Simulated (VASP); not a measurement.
## Bi2Te3: single point with PBEsol

The system is Bi2Te3.

```
CELL_PARAMETERS angstrom
2.20850 1.27508 9.94667
-2.20850 1.27508 9.94667
0.00000 -2.55016 9.94667
ATOMIC_POSITIONS crystal
Bi 0.18800 0.18800 0.18800
Bi 0.59800 0.59800 0.59800
Te 0.38900 0.38900 0.38900
Te 0.80000 0.80000 0.80000
Te 0.00000 0.00000 0.00000
```

```yaml
Program: VASP 6.6.1
Task: single point
Functional: PBEsol
Potentials_or_basis: VASP PAW PBE potentials, release 64 (Bi_d, Te)
Cutoff: 500 eV
k_mesh: 8 × 8 × 8
Occupations: fermi-dirac, width 0.05 eV
Spin: no spin polarisation
Dipole_correction: no
Further_INCAR_settings: ALGO = Normal; EDIFF = 1e-06; NBANDS = 32
```

The pressure is -0.8 GPa. The largest force is 1.177 eV/Å. The band gap on the k mesh is zero (bands 24 and 25 overlap by 0.19 eV).

Forces in eV/Å, atoms in the order of the input:
```
Bi   0.000  0.000  0.800
Bi   0.000  0.000  0.450
Te   0.000  0.000  0.668
Te   0.000  0.000 -0.741
Te   0.000  0.000 -1.177
```

Stress tensor (GPa, compression positive):
```
-0.49  0.00  0.00
 0.00 -0.49  0.00
 0.00  0.00 -1.45
```

Levels at points of the mesh, in eV from the Fermi level:
| k point | band 21 | band 22 | band 23 | band 24 | band 25 | band 26 | band 27 | band 28 |
| --- | --- | --- | --- | --- | --- | --- | --- | --- |
| (0.00, 0.00, 0.00) | -2.08 | -0.47 | -0.43 | -0.43 | -0.07 | 0.31 | 0.31 | 2.16 |
| (0.50, 0.00, 0.00) | -3.20 | -2.19 | -0.28 | -0.24 | -0.13 | 0.47 | 2.53 | 2.68 |
| (0.50, 0.50, 0.00) | -2.27 | -1.83 | -1.05 | -0.47 | 0.36 | 1.12 | 1.78 | 2.47 |
| (0.50, 0.50, 0.50) | -1.82 | -0.88 | -0.68 | -0.68 | 0.43 | 0.89 | 0.89 | 1.66 |

It took 27 min on 1 thread of Intel(R) Xeon(R) Platinum 8559C (Emerald Rapids), on a shared host, peak memory 1.1 GiB.

Caveat: the PAW data sets were made with another functional, which shifts forces and pressure a little; spin-orbit coupling is left out, which moves the levels of the heavy elements.
